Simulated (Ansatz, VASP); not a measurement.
# GaN: VASP beside Ansatz

The input POSCAR:

```
GaN
1.0
    0.0000000000      2.3120595035      2.3120595035
    2.3120595035      0.0000000000      2.3120595035
    2.3120595035      2.3120595035      0.0000000000
Ga N
1 1
Direct
    0.0000000000      0.0000000000      0.0000000000
    0.7500000000      0.7500000000      0.7500000000
```

The input INCAR.step1:

```
  ALGO = Normal
  EDIFF = 1E-4
  ENCUT = 520
  GGA = PE
  ISMEAR = 0
  LASPH = True
  LCHARG = False
  LREAL = False
  LWAVE = True
  NBANDS = 16
  NELM = 80
  PREC = Accurate
  SIGMA = 0.01
```

Contents of INCAR.step2:

```
  ALGO = Normal
  EDIFF = 1E-6
  ENCUT = 520
  ISIF = 2
  ISMEAR = 0
  ISTART = 1
  LASPH = True
  LCHARG = True
  LELF = True
  LMIXTAU = True
  LREAL = False
  LVHAR = True
  LWAVE = False
  METAGGA = R2SCAN
  NBANDS = 16
  NELM = 80
  PREC = Accurate
  SIGMA = 0.01
```

Contents of KPOINTS:

```
k-points
0
Gamma
  8 8 8
```

Input for Ansatz:

```yaml
crystal:
  lattice:
    - [0.0, 2.31205950348713, 2.31205950348713]
    - [2.31205950348713, 0.0, 2.31205950348713]
    - [2.31205950348713, 2.31205950348713, 0.0]
  atoms:
    - { symbol: Ga, position: [0.0, 0.0, 0.0] }
    - { symbol: "N", position: [0.75, 0.75, 0.75] }
basis:
  ecutwfc: 600.0
kpoints:
  mp_grid:
    grid: [8, 8, 8]
hamiltonian:
  xc: r2scan
  pseudopotentials:
    kind: paw
scf:
  occupations:
    method: fixed
output:
  stress: true
```

Alike in both runs: task single point; functional r2SCAN; k mesh 8 × 8 × 8; no spin polarisation.

|  | VASP | Ansatz |
| --- | --- | --- |
| version | VASP 6.6.1 | Ansatz 0.2.0 |
| potentials or method | VASP PAW PBE potentials, release 64 (Ga_d, N), cutoff 520 eV | plane waves, PAW |
| occupations | gaussian, width 0.01 eV | fixed |
| valence electrons in the cell | 18 | 18 |

Ansatz gave:

| Quantity | Value |
| --- | --- |
| pressure (GPa) | -13.6 |

What did VASP give for the same quantities?

Pressure (GPa): -12.7.

VASP's potentials were made for PBE, not for r2SCAN.
